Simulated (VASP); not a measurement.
# WS2 in VASP: further runs, part 2 of 2

VASP 6.6.1. Earlier steps stand in the parts before.

## 5. Single point, PBE+D3(BJ)

File INCAR:

```
SYSTEM = WS2
ALGO     = Normal         ! electronic algorithm
DIPOL    = 0.5 0.5 0.394
EDIFF    = 1E-7           ! SCF threshold, eV
ENCUT    = 520            ! plane-wave cutoff, eV
GGA      = PE             ! functional
IDIPOL   = 3            
ISIF     = 2              ! what is computed and relaxed
ISMEAR   = 0              ! smearing method
IVDW     = 12             ! dispersion correction
LASPH    = .True.         ! aspherical terms in the spheres
LCHARG   = .True.         ! write CHGCAR
LDIPOL   = .True.       
LELF     = .True.         ! ELF
LREAL    = .False.        ! projectors in reciprocal space
LVACPOTAV= .True.       
LVHAR    = .True.       
LWAVE    = .False.        ! write WAVECAR
NBANDS   = 35             ! bands
NELM     = 60             ! most SCF steps
PREC     = Accurate       ! precision mode
SIGMA    = 0.05           ! smearing width, eV
```

File KPOINTS:

```
k-points
0
Gamma
  9 9 1
  0 0 0
```

File POSCAR:

```
WS2
1.0
    3.1595457497      0.0000000000      0.0000000000
   -1.5797728749      2.7362468836      0.0000000000
    0.0000000000      0.0000000000     23.8042575719
S W
4 2
Direct
    0.3333333333      0.6666666667      0.1890418126
    0.3333333333      0.6666666667      0.3214605103
    0.8333333333      0.6666666667      0.4668126596
    0.8333333333      0.6666666667      0.5992313572
    0.6666666667      0.3333333333      0.2552511581
    1.1666666667      0.3333333333      0.5330220050
```

Potentials or basis: VASP PAW PBE potentials, release 64 (S, W_sv).

On the command line:

```sh
$ cat potpaw_PBE.64/S/POTCAR potpaw_PBE.64/W_sv/POTCAR > POTCAR
$ mpirun -np 1 vasp_std > vasp.out
```

OUTCAR:

```text
SYSTEM = WS2
   EDIFF = 1E-7
   ENCUT = 520
   GGA = PE
   ISIF = 2
   ISMEAR = 0
   IVDW = 12
   LASPH = .True.
   LREAL = .False.
   NELM = 60
   PREC = Accurate
 IVDW          = 12

 ion  position               nearest neighbor table
   1  0.333  0.667  0.189-   5 2.41   5 2.41   5 2.41
   2  0.333  0.667  0.321-   5 2.41   5 2.41   5 2.41
   3  0.833  0.667  0.467-   6 2.41   6 2.41   6 2.41
   4  0.833  0.667  0.599-   6 2.41   6 2.41   6 2.41
   5  0.667  0.333  0.255-   1 2.41   1 2.41   1 2.41   2 2.41   2 2.41   2 2.41
   6  0.167  0.333  0.533-   3 2.41   3 2.41   3 2.41   4 2.41   4 2.41   4 2.41

  LATTYP: Found a hexagonal cell.
 ALAT       =     3.1595457497
 C/A-ratio  =     7.5340759266

  Lattice vectors:

 A1 = (   3.1595457497,   0.0000000000,   0.0000000000)
 A2 = (  -1.5797728749,   2.7362468836,   0.0000000000)
 A3 = (   0.0000000000,   0.0000000000,  23.8042575719)

Analysis of symmetry for initial positions (statically):
=====================================================================
 Subroutine PRICEL returns:
 Original cell was already a primitive cell.

 Routine SETGRP: Setting up the symmetry group for a
 hexagonal supercell.

 Subroutine GETGRP returns: Found  4 space group operations
 (whereof  2 operations were pure point group operations)
 out of a pool of 24 trial point group operations.

The static configuration has the point symmetry C_1h.
 The point group associated with its full space group is C_2v.

Analysis of symmetry for dynamics (positions and initial velocities):
=====================================================================
 Subroutine PRICEL returns:
 Original cell was already a primitive cell.

 Routine SETGRP: Setting up the symmetry group for a
 hexagonal supercell.

 Subroutine GETGRP returns: Found  4 space group operations
 (whereof  2 operations were pure point group operations)
 out of a pool of 24 trial point group operations.

The dynamic configuration has the point symmetry C_1h.
 The point group associated with its full space group is C_2v.

 Subroutine INISYM returns: Found  4 space group operations
[... 133 lines left out ...]
   LEPSILON=     F    determine dielectric tensor
   LRPA    =     F    only Hartree local field effects (RPA)
 non-spin polarized calculation
 Gauss-broadening in eV      SIGMA  =   0.05
  energy-cutoff  :      520.00
  volume of cell :      205.79
 maximum number of plane-waves:      5566
   NGX = 11   NGY = 11   NGZ = 89

 dipolmoment           0.000000      0.000000      0.000045 electrons x Angstroem

 number of electron      51.9999994 magnetization

 dipolmoment           0.000000      0.000000     -0.000004 electrons x Angstroem

 Free energy of the ion-electron system (eV)
  ---------------------------------------------------
  ext. energy  EPLUGINS =         0.00000000
  ---------------------------------------------------
  free energy    TOTEN  =       -47.31998359 eV

  energy without entropy =      -47.31998359  energy(sigma->0) =      -47.31998359

 E-fermi :   1.4030     XC(G=0):  -6.1624

 val. band max:        0.9763471327   @ k =   0.0000   0.0000   0.0000
 cond. band min:       2.7351165519   @ k =   0.3333   0.3333   0.0000
 fundamental gap:      1.7587694192
 Fermi energy:         1.4030032272

 k-point     1 :       0.0000    0.0000    0.0000
  band No.  band energies     occupation
      1     -73.1944      2.00000
      2     -73.1944      2.00000
      3     -37.4465      2.00000
      4     -37.4465      2.00000
      5     -37.2719      2.00000
      6     -37.2719      2.00000
[... 901 lines left out ...]
     34       6.0312      0.00000
     35       7.0793      0.00000

 [... further k-points ...]

------------------------ aborting loop because EDIFF is reached ----------------------------------------

 Edisp (eV)   -2.11176

 E8    (eV) :    -0.9171

  FORCE on cell =-STRESS in cart. coord.  units (eV):
  Direction    XX          YY          ZZ          XY          YZ          ZX
  --------------------------------------------------------------------------------------
  -------------------------------------------------------------------------------------
  Total      -0.17502    -0.25577    -0.63723     0.00000     0.00000     0.00000
  in kB      -1.36256    -1.99124    -4.96103     0.00000     0.00000     0.00000
  external pressure =       -2.77 kB  Pullay stress =        0.00 kB

 VOLUME and BASIS-vectors are now :
 -----------------------------------------------------------------------------
  energy-cutoff  :      520.00
  volume of cell :      205.79
      direct lattice vectors                 reciprocal lattice vectors
     3.159545750  0.000000000  0.000000000     0.316501193  0.182732049  0.000000000
    -1.579772875  2.736246884  0.000000000     0.000000000  0.365464098  0.000000000
     0.000000000  0.000000000 23.804257572     0.000000000  0.000000000  0.042009292

 POSITION                                       TOTAL-FORCE (eV/Angst)
 -----------------------------------------------------------------------------------
     -0.00000      1.82416      4.50000         0.000000     -0.001233      0.005008
     -0.00000      1.82416      7.65213        -0.000000      0.001489      0.055926
      1.57977      1.82416     11.11213        -0.000000      0.001489     -0.055926
      1.57977      1.82416     14.26426         0.000000     -0.001233     -0.005008
      1.57977      0.91208      6.07606         0.000000     -0.000256      0.047520
      0.00000      0.91208     12.68819         0.000000     -0.000256     -0.047520
 -----------------------------------------------------------------------------------
    total drift:                                0.000000      0.000092     -0.000463

  FREE ENERGIE OF THE ION-ELECTRON SYSTEM (eV)
  ---------------------------------------------------
  free  energy   TOTEN  =       -49.4317426508 eV

  energy  without entropy=      -49.4317426508  energy(sigma->0) =      -49.43174265

 vacuum level on the upper side and lower side of the slab         6.468         6.468
```

OSZICAR:

```text
N       E                     dE             d eps       ncg     rms          rms(c)
DAV:   1     0.476059016602E+03    0.47606E+03   -0.27821E+04  2062   0.132E+03
DAV:   2    -0.177493039693E+02   -0.49381E+03   -0.47920E+03  2193   0.342E+02
DAV:   3    -0.490697028058E+02   -0.31320E+02   -0.30918E+02  2204   0.849E+01
[... 16 lines left out ...]
DAV:  20    -0.473199761806E+02   -0.13177E-04   -0.79963E-07  1821   0.303E-03    0.189E-03
DAV:  21    -0.473199824391E+02   -0.62585E-05   -0.39251E-07  1675   0.175E-03    0.189E-03
DAV:  22    -0.473199830500E+02   -0.61090E-06   -0.30236E-08  1341   0.726E-04    0.884E-04
DAV:  23    -0.473199834946E+02   -0.44461E-06   -0.25413E-08  1285   0.617E-04    0.145E-04
DAV:  24    -0.473199835868E+02   -0.92227E-07   -0.45883E-09  1179   0.279E-04
   1 F= -.49431743E+02 E0= -.49431743E+02  d E =-.830077E-35
```

stdout:

```text
POSCAR found type information on POSCAR S W
 POSCAR found :  2 types and       6 ions
 scaLAPACK will be used
 LDA part: xc-table for (Slater+PW92), standard interpolation
 POSCAR, INCAR and KPOINTS ok, starting setup
 FFT: planning ... GRIDC
 FFT: planning ... GRID_SOFT
 FFT: planning ... GRID
 WAVECAR not read
 entering main loop
 -----------------------------------------------------------------------------
|                                                                             |
|           W    W    AA    RRRRR   N    N  II  N    N   GGGG   !!!           |
|           W    W   A  A   R    R  NN   N  II  NN   N  G    G  !!!           |
|           W    W  A    A  R    R  N N  N  II  N N  N  G       !!!           |
|           W WW W  AAAAAA  RRRRR   N  N N  II  N  N N  G  GGG   !            |
|           WW  WW  A    A  R   R   N   NN  II  N   NN  G    G                |
|           W    W  A    A  R    R  N    N  II  N    N   GGGG   !!!           |
|                                                                             |
|     Did not find any points to average over, which means that no vacuum     |
|     field-free region was found. Please increase the size of  your cell     |
|     in the dimension of the dipole correction to obtain accurate            |
|     workfunction values.                                                    |
|                                                                             |
 -----------------------------------------------------------------------------
```

Run time: 2.1 min. Hardware: 1 thread of Intel Xeon 6975P-C (Granite Rapids), shared host; peak memory 0.38 GiB.

Results:

```
Free energy                : -49.4317 eV
Largest force              : 0.056 eV/Å
Band gap on the k mesh     : 1.76 eV, indirect (least direct gap 1.92 eV)
Dispersion energy per atom : -0.352 eV
```

Forces on the atoms (eV/Å):
```
S    0.000 -0.001  0.005
S    0.000  0.001  0.056
S    0.000  0.001 -0.056
S    0.000 -0.001 -0.005
W    0.000  0.000  0.048
W    0.000  0.000 -0.048
```

Levels at points of the mesh, in eV from the valence-band top:
| k point | band 23 | band 24 | band 25 | band 26 | band 27 | band 28 | band 29 | band 30 |
| --- | --- | --- | --- | --- | --- | --- | --- | --- |
| (0.00, 0.00, 0.00) | -1.73 | -1.73 | -0.47 | 0.00 | 2.75 | 2.76 | 2.78 | 2.79 |

Caveat: spin-orbit coupling is left out, which moves the levels of the heavy elements.

## 6. Single point, PBE+D3(BJ)

File INCAR:

```
SYSTEM = WS2
ALGO = Normal
DIPOL = 0.5 0.5 0.408
EDIFF = 1E-7
ENCUT = 520
GGA = PE
IDIPOL = 3
ISIF = 2
ISMEAR = 0
IVDW = 12
LASPH = .True.
LCHARG = .False.
LDIPOL = .True.
LREAL = .False.
LWAVE = .False.
NBANDS = 35
NELM = 60
PREC = Accurate
SIGMA = 0.05
```

KPOINTS is that of step 5.

File POSCAR:

```
WS2
1.0
    3.1595457497      0.0000000000      0.0000000000
   -1.5797728749      2.7362468836      0.0000000000
    0.0000000000      0.0000000000     23.8042575719
S W
4 2
Direct
    0.3333333333      0.6666666667      0.1890418126
    0.3333333333      0.6666666667      0.3214605103
    0.8333333333      0.6666666667      0.4953789779
    0.8333333333      0.6666666667      0.6277976756
    0.6666666667      0.3333333333      0.2552511581
    1.1666666667      0.3333333333      0.5615883234
```

Potentials or basis: VASP PAW PBE potentials, release 64 (S, W_sv).

On the command line:

```sh
$ cat potpaw_PBE.64/S/POTCAR potpaw_PBE.64/W_sv/POTCAR > POTCAR
$ mpirun -np 1 vasp_std > vasp.out
```

OUTCAR:

```text
SYSTEM = WS2
   EDIFF = 1E-7
   ENCUT = 520
   GGA = PE
   ISIF = 2
   ISMEAR = 0
   IVDW = 12
   LASPH = .True.
   LREAL = .False.
   NELM = 60
   PREC = Accurate
 IVDW          = 12

 ion  position               nearest neighbor table
   1  0.333  0.667  0.189-   5 2.41   5 2.41   5 2.41
   2  0.333  0.667  0.321-   5 2.41   5 2.41   5 2.41
   3  0.833  0.667  0.495-   6 2.41   6 2.41   6 2.41
   4  0.833  0.667  0.628-   6 2.41   6 2.41   6 2.41
   5  0.667  0.333  0.255-   1 2.41   1 2.41   1 2.41   2 2.41   2 2.41   2 2.41
   6  0.167  0.333  0.562-   3 2.41   3 2.41   3 2.41   4 2.41   4 2.41   4 2.41

  LATTYP: Found a hexagonal cell.
 ALAT       =     3.1595457497
 C/A-ratio  =     7.5340759266

  Lattice vectors:

 A1 = (   3.1595457497,   0.0000000000,   0.0000000000)
 A2 = (  -1.5797728749,   2.7362468836,   0.0000000000)
 A3 = (   0.0000000000,   0.0000000000,  23.8042575719)

Analysis of symmetry for initial positions (statically):
=====================================================================
 Subroutine PRICEL returns:
 Original cell was already a primitive cell.

 Routine SETGRP: Setting up the symmetry group for a
 hexagonal supercell.

 Subroutine GETGRP returns: Found  4 space group operations
 (whereof  2 operations were pure point group operations)
 out of a pool of 24 trial point group operations.

The static configuration has the point symmetry C_1h.
 The point group associated with its full space group is C_2v.

Analysis of symmetry for dynamics (positions and initial velocities):
=====================================================================
 Subroutine PRICEL returns:
 Original cell was already a primitive cell.

 Routine SETGRP: Setting up the symmetry group for a
 hexagonal supercell.

 Subroutine GETGRP returns: Found  4 space group operations
 (whereof  2 operations were pure point group operations)
 out of a pool of 24 trial point group operations.

The dynamic configuration has the point symmetry C_1h.
 The point group associated with its full space group is C_2v.

[... 135 lines left out ...]
   LRPA    =     F    only Hartree local field effects (RPA)
 non-spin polarized calculation
 Gauss-broadening in eV      SIGMA  =   0.05
  energy-cutoff  :      520.00
  volume of cell :      205.79
 maximum number of plane-waves:      5566
   NGX = 11   NGY = 11   NGZ = 89

 dipolmoment           0.000000      0.000000      0.000162 electrons x Angstroem

 number of electron      51.9999994 magnetization

 dipolmoment           0.000000      0.000000     -0.000003 electrons x Angstroem

 Free energy of the ion-electron system (eV)
  ---------------------------------------------------
  ext. energy  EPLUGINS =         0.00000000
  ---------------------------------------------------
  free energy    TOTEN  =       -47.33773790 eV

  energy without entropy =      -47.33773790  energy(sigma->0) =      -47.33773790

 E-fermi :   1.2065     XC(G=0):  -6.2373

 val. band max:        0.8148668929   @ k =   0.3333   0.3333   0.0000
 cond. band min:       2.7353807520   @ k =   0.3333   0.3333   0.0000
 fundamental gap:      1.9205138591
 Fermi energy:         1.2064890493

 k-point     1 :       0.0000    0.0000    0.0000
  band No.  band energies     occupation
      1     -73.1953      2.00000
      2     -73.1953      2.00000
      3     -37.4468      2.00000
      4     -37.4468      2.00000
      5     -37.2728      2.00000
      6     -37.2727      2.00000
[... 901 lines left out ...]
     34       6.0433      0.00000
     35       7.1021      0.00000

 [... further k-points ...]

------------------------ aborting loop because EDIFF is reached ----------------------------------------

 vacuum level on the upper side and lower side of the slab       (xc-potential included)        -0.082        -0.082

 Edisp (eV)   -2.01714

 E8    (eV) :    -0.8789

  FORCE on cell =-STRESS in cart. coord.  units (eV):
  Direction    XX          YY          ZZ          XY          YZ          ZX
  --------------------------------------------------------------------------------------
  -------------------------------------------------------------------------------------
  Total      -0.16811    -0.17650    -0.62715     0.00000     0.00000     0.00000
  in kB      -1.30880    -1.37412    -4.88258     0.00000     0.00000     0.00000
  external pressure =       -2.52 kB  Pullay stress =        0.00 kB

 VOLUME and BASIS-vectors are now :
 -----------------------------------------------------------------------------
  energy-cutoff  :      520.00
  volume of cell :      205.79
      direct lattice vectors                 reciprocal lattice vectors
     3.159545750  0.000000000  0.000000000     0.316501193  0.182732049  0.000000000
    -1.579772875  2.736246884  0.000000000     0.000000000  0.365464098  0.000000000
     0.000000000  0.000000000 23.804257572     0.000000000  0.000000000  0.042009292

 POSITION                                       TOTAL-FORCE (eV/Angst)
 -----------------------------------------------------------------------------------
     -0.00000      1.82416      4.50000         0.000000     -0.000149      0.002298
     -0.00000      1.82416      7.65213        -0.000000      0.000322      0.067029
      1.57977      1.82416     11.79213        -0.000000      0.000322     -0.067029
      1.57977      1.82416     14.94426         0.000000     -0.000149     -0.002298
      1.57977      0.91208      6.07606         0.000000     -0.000173      0.033063
      0.00000      0.91208     13.36819         0.000000     -0.000173     -0.033063
 -----------------------------------------------------------------------------------
    total drift:                                0.000000     -0.000037     -0.000345

  FREE ENERGIE OF THE ION-ELECTRON SYSTEM (eV)
  ---------------------------------------------------
  free  energy   TOTEN  =       -49.3548738156 eV

  energy  without entropy=      -49.3548738156  energy(sigma->0) =      -49.35487382

 vacuum level on the upper side and lower side of the slab         6.393         6.394
```

It took 2.1 min on 1 thread of Intel Xeon 6975P-C (Granite Rapids), shared host; peak memory 0.38 GiB.

What came out:

* Free energy: -49.3549 eV
* Largest force: 0.067 eV/Å
* Band gap on the k mesh: 1.92 eV, direct
* Dispersion energy per atom: -0.336 eV

Forces in eV/Å, atoms in the order of the input:
```
S    0.000  0.000  0.002
S    0.000  0.000  0.067
S    0.000  0.000 -0.067
S    0.000  0.000 -0.002
W    0.000  0.000  0.033
W    0.000  0.000 -0.033
```

Levels at points of the mesh, in eV from the valence-band top:
| k point | band 24 | band 25 | band 26 | band 27 | band 28 | band 29 |
| --- | --- | --- | --- | --- | --- | --- |
| (0.00, 0.00, 0.00) | -1.57 | -0.25 | 0.00 | 2.93 | 2.93 | 2.93 |

Caveat: spin-orbit coupling is left out, which moves the levels of the heavy elements.
